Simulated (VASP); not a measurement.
Set up this calculation in VASP 6.6.1, as the native input.

| Property | Result |
| --- | --- |
| Task | single point |
| Functional | PBE |
| Potentials or basis | VASP PAW PBE potentials, release 64 (Ba_sv, Te) |
| Cutoff | 520 eV |
| k mesh | 4 × 4 × 4 |
| Occupations | gaussian, width 0.01 eV |
| Spin | no spin polarisation |
| Dipole correction | no |
| Further INCAR settings | ALGO = Normal; EDIFF = 1e-06; NBANDS = 15 |

The structure of BaTe lies in POSCAR:

```
BaTe
1.0
    0.0000000000      3.5323793130      3.5323793130
    3.4366518336      0.0000000000      3.5323793130
    3.4366518336      3.5323793130      0.0000000000
Ba Te
1 1
Direct
    0.0000000000      0.0000000000      0.0000000000
    0.5000000000      0.5000000000      0.5000000000
```

This cell differs from its parent crystal: uniaxial x strain -2.7%.

The input as run:

INCAR

```
SYSTEM = BaTe
  PREC = Accurate
  ENCUT = 520
  EDIFF = 1E-6
  ISMEAR = 0
  SIGMA = 0.01
  LREAL = .False.
  LASPH = .True.
  NELM = 80
  ALGO = Normal
  ISIF = 2
  LWAVE = .False.
  LCHARG = .False.
  GGA = PE
  NBANDS = 15
```

KPOINTS

```
Automatic mesh
0
Gamma
  4 4 4
  0 0 0
```

Potentials or basis: VASP PAW PBE potentials, release 64 (Ba_sv, Te).

Run with:

```console
$ cat potpaw_PBE.64/Ba_sv/POTCAR potpaw_PBE.64/Te/POTCAR > POTCAR
$ mpirun -np 1 vasp_std > vasp.out
```

It gave:

```yaml
Pressure: 1.3 GPa
Band_gap_on_the_k_mesh: 1.46 eV (least direct gap 1.84 eV)
```

Caveat: the cell differs from its parent crystal (uniaxial x strain -2.7%); spin-orbit coupling is left out, which moves the levels of the heavy elements.

It took 12 s on 1 thread of Intel(R) Xeon(R) 6975P-C (Granite Rapids) (shared host), peak memory 0.23 GiB.
